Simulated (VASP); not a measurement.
Wanted: the native input for a VASP 6.6.1 run.

| Quantity | Value |
| --- | --- |
| Task | single point |
| Functional | PBE |
| Dispersion | D3(BJ) |
| Potentials or basis | VASP PAW PBE potentials, release 64 (S, Mo_sv, H) |
| Cutoff | 520 eV |
| k mesh | 9 × 9 × 1 |
| Occupations | gaussian, width 0.05 eV |
| Spin | collinear spin, ferromagnetic start |
| Starting moments | [0.0, 0.0, 0.0, 0.0, 0.0, 0.0, 1.0] μB |
| Dipole correction | yes |
| Further INCAR settings | ALGO = Normal; EDIFF = 1e-07; NBANDS = 40 |

The structure of Mo2HS4 lies in POSCAR:

```
Mo2HS4
1.0
    3.1529487575      0.0000000000      0.0000000000
   -1.5764743788      2.7305337208      0.0000000000
    0.0000000000      0.0000000000     28.1237673923
S Mo H
4 2 1
Direct
    0.3333333333      0.6666666667      0.3022354680
    0.3333333333      0.6666666667      0.4134308266
    0.0000000000      0.0000000000      0.5149896397
    0.0000000000      0.0000000000      0.6356217207
    0.6666666667      0.3333333333      0.3578603801
    0.3333333333      0.6666666667      0.5752757684
    0.6666666667      0.3333333333      0.5748879898
```

One way to write it, as run:

INCAR

```
PREC     = Accurate       # precision mode
ENCUT    = 520            # plane-wave cutoff, eV
EDIFF    = 1E-7           # SCF threshold, eV
ISMEAR   = 0              # smearing method
SIGMA    = 0.05           # smearing width, eV
LREAL    = False          # projectors in reciprocal space
LASPH    = True           # aspherical terms in the spheres
NELM     = 150            # most SCF steps
ALGO     = Normal         # electronic algorithm
ISIF     = 2              # what is computed and relaxed
LWAVE    = False          # write WAVECAR
LCHARG   = True           # write CHGCAR
ISPIN    = 2              # spin polarisation
MAGMOM   = 0 0 0 0 0 0 1  # initial moments
LORBIT   = 11             # projections on sites
LMAXMIX  = 4              # l up to which the mixer works
LDIPOL   = True         
IDIPOL   = 3            
DIPOL    = 0.5 0.5 0.482
GGA      = PE             # functional
IVDW     = 12             # dispersion correction
LELF     = True           # ELF
LVHAR    = True         
LVACPOTAV= True         
NBANDS   = 40             # bands
```

KPOINTS

```
Automatic mesh
0
Gamma
  9 9 1
```

Potentials or basis: VASP PAW PBE potentials, release 64 (S, Mo_sv, H).

The run is started by

```bash
$ cat potpaw_PBE.64/S/POTCAR potpaw_PBE.64/Mo_sv/POTCAR potpaw_PBE.64/H/POTCAR > POTCAR
$ mpirun -np 1 vasp_std > vasp.out
```

It gave:

- Largest force: 0.057 eV/Å
- Net moment: 0.53 μB per cell
- Site moments: S +0.00, +0.03; Mo +0.01, +0.37; H +0.00 μB
- Valence electrons inside the program's atomic spheres: S 3.71, 3.66; Mo 12.48, 12.50; H 0.61
- Dispersion energy per atom: -0.341 eV

Wall time 14 min on 1 thread of Oxide Virtual Turin-like Processor, on a shared host, peak memory 0.49 GiB.
